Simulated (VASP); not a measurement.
# SrTiO3 (Pm-3m) in VASP: single point with r2SCAN

Aim: the single point of SrTiO3 with r2SCAN.

All numbers are computed with VASP 6.6.1; they aren't measurements. Logs are shortened: lines on timing, memory, paths and dates and some standing lists are left out, and cuts for length are marked.

### 1 The cell of the first run

The structure is cubic, space group Pm-3m (No. 221). Conventional cell: a = 3.908 Å, b = 3.908 Å, c = 3.908 Å, α = 90.00°, β = 90.00°, γ = 90.00°. Within 3.6 Å of Sr (site symmetry m-3m) lie 12 O at 2.76 Å and 8 Ti at 3.38 Å. Within 2.6 Å of Ti (site symmetry m-3m) lie 6 O at 1.95 Å. Within 2.6 Å of O (site symmetry 4/mmm) lie 2 Ti at 1.95 Å. O (site symmetry 4/mmm) has 2 Ti at 1.95 Å within 2.6 Å.

### 2 Single point, r2SCAN

POSCAR

```
SrTiO3
1.0
    7.8162288900      0.0000000000      0.0000000000
    0.0000000000      3.9081144500      0.0000000000
    0.0000000000      0.0000000000      3.9081144500
Sr Ti O
2 2 6
Direct
    0.2500000000      0.5000000000      0.5000000000
    0.7500000000      0.5000000000      0.5000000000
    0.0000000000      0.0000000000      0.0000000000
    0.5000000000      0.0000000000      0.0000000000
    0.2500000000      0.0000000000      0.0000000000
    0.7500000000      0.0000000000      0.0000000000
    0.0000000000      0.5000000000      0.0000000000
    0.5000000000      0.5000000000      0.0000000000
    0.0000000000      0.0000000000      0.5000000000
    0.5000000000      0.0000000000      0.5000000000
```

INCAR.step1

```
SYSTEM = SrTiO3
PREC = Accurate
ENCUT = 520
ISMEAR = -1
SIGMA = 0.1
LREAL = .FALSE.
LASPH = .TRUE.
NELM = 100
NBANDS = 51
GGA = PE
ALGO = Normal
EDIFF = 1E-4
LWAVE = .TRUE.
LCHARG = .FALSE.
```

INCAR.step2

```
SYSTEM = SrTiO3
PREC = Accurate
ENCUT = 520
EDIFF = 1E-7
ISMEAR = -1
SIGMA = 0.1
LREAL = .FALSE.
LASPH = .TRUE.
NELM = 100
ALGO = Normal
ISIF = 2
LWAVE = .FALSE.
LCHARG = .FALSE.
METAGGA = R2SCAN
LMIXTAU = .TRUE.
NBANDS = 51
ISTART = 1
```

KPOINTS

```
Automatic mesh
0
G
  4 7 7
  0 0 0
```

Potentials or basis: VASP PAW PBE potentials, release 64 (Sr_sv, Ti_sv, O).

Command:

```console
> cat potpaw_PBE.64/Sr_sv/POTCAR potpaw_PBE.64/Ti_sv/POTCAR potpaw_PBE.64/O/POTCAR > POTCAR
> cp INCAR.step1 INCAR
> mpirun -np 1 vasp_std > vasp.out
> cp INCAR.step2 INCAR
> mpirun -np 1 vasp_std > vasp.out
```

OUTCAR:

```text
SYSTEM = SrTiO3
   PREC = Accurate
   ENCUT = 520
   EDIFF = 1E-7
   ISMEAR = -1
   LREAL = .FALSE.
   LASPH = .TRUE.
   NELM = 100
   ISIF = 2
   METAGGA = R2SCAN
   ISTART = 1

 ion  position               nearest neighbor table
   1  0.250  0.500  0.500-   7 2.76   8 2.76   9 2.76  10 2.76   7 2.76   8 2.76   9 2.76  10 2.76
                             5 2.76   5 2.76   5 2.76   5 2.76   3 3.38   4 3.38   4 3.38   4 3.38
   2  0.750  0.500  0.500-   7 2.76   8 2.76   9 2.76  10 2.76   7 2.76   8 2.76   9 2.76  10 2.76
                             6 2.76   6 2.76   6 2.76   6 2.76   3 3.38   4 3.38   4 3.38   4 3.38
   3  0.000  0.000  0.000-   5 1.95   6 1.95   7 1.95   9 1.95   9 1.95   7 1.95   1 3.38   2 3.38
                             1 3.38   1 3.38   2 3.38   2 3.38   1 3.38   2 3.38
   4  0.500  0.000  0.000-   5 1.95   6 1.95   8 1.95  10 1.95  10 1.95   8 1.95   1 3.38   2 3.38
                             1 3.38   1 3.38   2 3.38   2 3.38   1 3.38   2 3.38
   5  0.250  0.000  0.000-   3 1.95   4 1.95   1 2.76   1 2.76   1 2.76   1 2.76
   6  0.750  0.000  0.000-   3 1.95   4 1.95   2 2.76   2 2.76   2 2.76   2 2.76
   7  0.000  0.500  0.000-   3 1.95   3 1.95   1 2.76   1 2.76   2 2.76   2 2.76
   8  0.500  0.500  0.000-   4 1.95   4 1.95   1 2.76   1 2.76   2 2.76   2 2.76
   9  0.000  0.000  0.500-   3 1.95   3 1.95   1 2.76   2 2.76   1 2.76   2 2.76
  10  0.500  0.000  0.500-   4 1.95   4 1.95   1 2.76   2 2.76   1 2.76   2 2.76

  LATTYP: Found a simple tetragonal cell.
 ALAT       =     3.9081144500
 C/A-ratio  =     1.9999999974

  Lattice vectors:

 A1 = (   0.0000000000,   3.9081144500,   0.0000000000)
 A2 = (   0.0000000000,   0.0000000000,   3.9081144500)
 A3 = (   7.8162288900,   0.0000000000,   0.0000000000)

Analysis of symmetry for initial positions (statically):
=====================================================================
 Subroutine PRICEL returns following result:

  LATTYP: Found a simple cubic cell.
 ALAT       =     3.9081144450

  Lattice vectors:

 A1 = (   3.9081144450,   0.0000000000,   0.0000000000)
 A2 = (   0.0000000000,   3.9081144500,   0.0000000000)
 A3 = (   0.0000000000,   0.0000000000,   3.9081144500)

   2 primitive cells build up your supercell.

 Routine SETGRP: Setting up the symmetry group for a
 simple tetragonal supercell.

 Subroutine GETGRP returns: Found 16 space group operations
 (whereof 16 operations were pure point group operations)
 out of a pool of 16 trial point group operations.

The static configuration has the point symmetry D_4h.

Analysis of symmetry for dynamics (positions and initial velocities):
=====================================================================
 Subroutine PRICEL returns following result:

  LATTYP: Found a simple cubic cell.
 ALAT       =     3.9081144450

  Lattice vectors:

 A1 = (   3.9081144450,   0.0000000000,   0.0000000000)
 A2 = (   0.0000000000,   3.9081144500,   0.0000000000)
 A3 = (   0.0000000000,   0.0000000000,   3.9081144500)

   2 primitive cells build up your supercell.

 Routine SETGRP: Setting up the symmetry group for a
 simple tetragonal supercell.

 Subroutine GETGRP returns: Found 16 space group operations
 (whereof 16 operations were pure point group operations)
 out of a pool of 16 trial point group operations.

The dynamic configuration has the point symmetry D_4h.

 Subroutine INISYM returns: Found 16 space group operations
 (whereof 16 operations are pure point group operations),
 and found     2 'primitive' translations

----------------------------------------------------------------------------------------

                                     Primitive cell

  volume of cell :      59.6900

  direct lattice vectors                    reciprocal lattice vectors
     3.908114445  0.000000000  0.000000000     0.255877870  0.000000000  0.000000000
     0.000000000  3.908114450  0.000000000     0.000000000  0.255877870  0.000000000
     0.000000000  0.000000000  3.908114450     0.000000000  0.000000000  0.255877870

  length of vectors
     3.908114445  3.908114450  3.908114450     0.255877870  0.255877870  0.255877870

  position of ions in fractional coordinates (direct lattice)
     0.500000000  0.500000000  0.500000000
     0.000000000  0.000000000  0.000000000
     0.500000000  0.000000000  0.000000000
     0.000000000  0.500000000  0.000000000
     0.000000000  0.000000000  0.500000000

  ion indices of the primitive-cell ions
   primitive index   ion index
                 1           1
                 2           3
                 3           5
                 4           7
                 5           9

----------------------------------------------------------------------------------------

 KPOINTS: Automatic mesh

Automatic generation of k-mesh.
 Grid dimensions read from file:
 generate k-points for:    4    7    7

 Generating k-lattice:

  Cartesian coordinates                     Fractional coordinates (reciprocal lattice)
     0.031984734  0.000000000  0.000000000     0.250000000  0.000000000  0.000000000
     0.000000000  0.036553981  0.000000000     0.000000000  0.142857143  0.000000000
     0.000000000  0.000000000  0.036553981     0.000000000  0.000000000  0.142857143

  Length of vectors
     0.031984734  0.036553981  0.036553981

  Shift w.r.t. Gamma in fractional coordinates (k-lattice)
     0.000000000  0.000000000  0.000000000

 Subroutine IBZKPT returns following result:
 ===========================================

 Found     30 irreducible k-points:

 Following reciprocal coordinates:
            Coordinates               Weight
  0.000000  0.000000  0.000000      1.000000
  0.250000  0.000000  0.000000      2.000000
  0.500000  0.000000  0.000000      1.000000
  0.000000  0.142857  0.000000      4.000000
  0.250000  0.142857  0.000000      8.000000
  0.500000  0.142857  0.000000      4.000000
[... 16 lines left out ...]
  0.250000  0.285714  0.285714      8.000000
  0.500000  0.285714  0.285714      4.000000
 [... further k-points ...]
   k-points           NKPTS =     30   k-points in BZ     NKDIM =     30   number of bands    NBANDS=     51
   number of dos      NEDOS =    301   number of ions     NIONS =     10
   total plane-waves  NPLWV =  54000
   dimension x,y,z NGX =    60 NGY =   30 NGZ =   30
   dimension x,y,z NGXF=   120 NGYF=   60 NGZF=   60
   ions per type =               2   2   6
   NGX,Y,Z   is equivalent  to a cutoff of  12.76, 12.76, 12.76 a.u.
   NGXF,Y,Z  is equivalent  to a cutoff of  25.52, 25.52, 25.52 a.u.
 SYSTEM =  SrTiO3
   PREC   = accura    normal or accurate (medium, high low for compatibility)
   ISTART =      1    job   : 0-new  1-cont  2-samecut
   ICHARG =      0    charge: 1-file 2-atom 10-const
   ISPIN  =      1    spin polarized calculation?
   LNONCOLLINEAR =      F non collinear calculations
   LSORBIT =      F    spin-orbit coupling
   LASPH  =      T    aspherical Exc in radial PAW
   ENCUT  =  520.0 eV  38.22 Ry    6.18 a.u.  14.53  7.27  7.27*2*pi/ulx,y,z
   NELM   =    100;   NELMIN=  2; NELMDL=  0     # of ELM steps
   EDIFF  = 0.1E-06   stopping-criterion for ELM
   LREAL  =      F    real-space projection
   EDIFFG = 0.1E-05   stopping-criterion for IOM
   NSW    =      0    number of steps for IOM
   IBRION =     -1    ionic relax: 0-MD 1-quasi-New 2-CG
   NFREE  =      0    steps in history (QN), initial steepest desc. (CG)
   ISIF   =      2    stress and relaxation
   ISYM   =      2    0-nonsym 1-usesym 2-fastsym
   POTIM  = 0.5000    time-step for ionic-motion
   TEBEG  =    0.0;   TEEND  =   0.0 temperature during run
   PSTRESS=    0.0 pullay stress
   NELECT =      80.0000    total number of electrons
   NUPDOWN=      -1.0000    fix difference up-down
   EMIN   =  10.00;   EMAX   =-10.00  energy-range for DOS
   EFERMI =   0.00;   METHOD = LEGACY
   ISMEAR =    -1;   SIGMA  =   0.10  broadening in eV -4-tet -1-fermi 0-gaus
   EFERMI_NEDOS =   21; number of points for ismear=-14 and -15
   IALGO  =     38    algorithm
   IMIX   =      4    mixing-type and parameters
     AMIX     =   0.40;   BMIX     =  1.00
     AMIX_MAG =   1.60;   BMIX_MAG =  1.00
  volume/ion in A,a.u.               =      11.94        80.56
  Fermi-wavevector in a.u.,A,eV,Ry     =   1.432609  2.707238 27.924154  2.052367
  Thomas-Fermi vector in A             =   2.552217
   LORBIT       =      0    0 simple, 1 ext, 2 COOP (PROOUT), +10 PAW based schemes
   METAGGA = R2SCAN    functional components
   LHFCALC =     F    Hartree Fock is set to
   AEXX    =    0.0000 exact exchange contribution
   IVDW    =     0    specifies the selected vdW correction
   LEPSILON=     F    determine dielectric tensor
   LRPA    =     F    only Hartree local field effects (RPA)
 non-spin polarized calculation
  energy-cutoff  :      520.00
  volume of cell :      119.38
 maximum number of plane-waves:      3234
 NGX is ok and might be reduce to    60
   NGX = 29   NGY = 15   NGZ = 15

 number of electron      80.0000006 magnetization

 Free energy of the ion-electron system (eV)
  ---------------------------------------------------
  ext. energy  EPLUGINS =         0.00000000
  ---------------------------------------------------
  free energy    TOTEN  =      -126.65993012 eV

  energy without entropy =     -126.65992412  energy(sigma->0) =     -126.65992712

 E-fermi :   5.0020     XC(G=0): -11.9209

 val. band max:        3.7918745470   @ k =   0.0000   0.4286   0.4286
 cond. band min:       6.1005908801   @ k =   0.0000   0.0000   0.0000
 fundamental gap:      2.3087163331
 Fermi energy:         5.0019977735

 k-point     1 :       0.0000    0.0000    0.0000
  band No.  band energies     occupation
      1     -54.8540      2.00000
      2     -54.8523      2.00000
      3     -30.1996      2.00000
      4     -30.0495      2.00000
      5     -30.0495      2.00000
      6     -30.0495      2.00000
[... 43 lines left out ...]
     50       9.7991      0.00000
     51       9.7991      0.00000

 k-point     2 :       0.2500    0.0000    0.0000
  band No.  band energies     occupation
      1     -54.8538      2.00000
      2     -54.8526      2.00000
      3     -30.1850      2.00000
      4     -30.0969      2.00000
      5     -30.0491      2.00000
      6     -30.0491      2.00000
[... 43 lines left out ...]
     50      10.0584      0.00000
     51      10.0758      0.00000

 k-point     3 :       0.5000    0.0000    0.0000
  band No.  band energies     occupation
      1     -54.8532      2.00000
      2     -54.8532      2.00000
      3     -30.1465      2.00000
      4     -30.1465      2.00000
      5     -30.0481      2.00000
      6     -30.0481      2.00000
[... 43 lines left out ...]
     50       9.7869      0.00000
     51      10.7470      0.00000
[... 1027 lines left out ...]
 k-point    23 :       0.2500    0.2857    0.2857
  band No.  band energies     occupation
      1     -54.8517      2.00000
      2     -54.8505      2.00000
      3     -30.1396      2.00000
      4     -30.1299      2.00000
      5     -30.0984      2.00000
      6     -30.0959      2.00000
[... 43 lines left out ...]
     50      11.6603      0.00000
     51      11.8008      0.00000

 k-point    24 :       0.5000    0.2857    0.2857
  band No.  band energies     occupation
      1     -54.8511      2.00000
      2     -54.8511      2.00000
      3     -30.1276      2.00000
      4     -30.1276      2.00000
      5     -30.0948      2.00000
      6     -30.0948      2.00000
[... 43 lines left out ...]
     50      11.0912      0.00000
     51      12.1508      0.00000

 [... further k-points ...]
[... 5 lines left out ...]
  --------------------------------------------------------------------------------------
  -------------------------------------------------------------------------------------
  Total        0.5558541      0.5568107      0.5568107      0.0000000      0.0000000      0.0000000
  in kB        7.4600124      7.4728513      7.4728513      0.0000000      0.0000000      0.0000000
  external PRESSURE =       7.4685716 kB  Pullay stress =       0.0000000 kB

 VOLUME and BASIS-vectors are now :
 -----------------------------------------------------------------------------
  energy-cutoff  :      520.00
  volume of cell :      119.38
      direct lattice vectors                 reciprocal lattice vectors
     7.816228890  0.000000000  0.000000000     0.127938935  0.000000000  0.000000000
     0.000000000  3.908114450  0.000000000     0.000000000  0.255877870  0.000000000
     0.000000000  0.000000000  3.908114450     0.000000000  0.000000000  0.255877870

 POSITION                                       TOTAL-FORCE (eV/Angst)
 -----------------------------------------------------------------------------------
      1.95406      1.95406      1.95406         0.000000     -0.000000     -0.000000
      5.86217      1.95406      1.95406         0.000000      0.000000     -0.000000
      0.00000      0.00000      0.00000        -0.000000      0.000000     -0.000000
      3.90811      0.00000      0.00000        -0.000000      0.000000     -0.000000
      1.95406      0.00000      0.00000         0.000000     -0.000000      0.000000
      5.86217      0.00000      0.00000         0.000000      0.000000      0.000000
      0.00000      1.95406      0.00000        -0.000000      0.000000     -0.000000
      3.90811      1.95406      0.00000        -0.000000      0.000000     -0.000000
      0.00000      0.00000      1.95406         0.000000      0.000000     -0.000000
      3.90811      0.00000      1.95406         0.000000      0.000000     -0.000000
 -----------------------------------------------------------------------------------
    total drift:                                0.000000     -0.000000      0.000000

  FREE ENERGIE OF THE ION-ELECTRON SYSTEM (eV)
  ---------------------------------------------------
  free  energy   TOTEN  =      -126.6599301225 eV

  energy  without entropy=     -126.6599241173  energy(sigma->0) =     -126.65992712
```

It took 19 min on 1 thread of Intel Xeon 8259CL, shared host; peak memory 0.35 GiB.

What came out:

```
Free energy            : -126.6599 eV
Pressure               : 0.7 GPa
Band gap on the k mesh : 2.31 eV
```

Levels at points of the mesh, in eV from the valence-band top:
```csv
k point,band 38,band 39,band 40,band 41,band 42,band 43
"(0.00, 0.00, 0.00)",-0.35,-0.35,-0.35,2.31,2.31,2.31
"(0.50, 0.00, 0.00)",-0.59,-0.59,-0.59,2.39,2.39,3.34
```

Caveat: the PAW data sets were made with another functional, which shifts forces and pressure a little; an odd mesh through Γ misses points on the zone boundary, where band edges can lie.
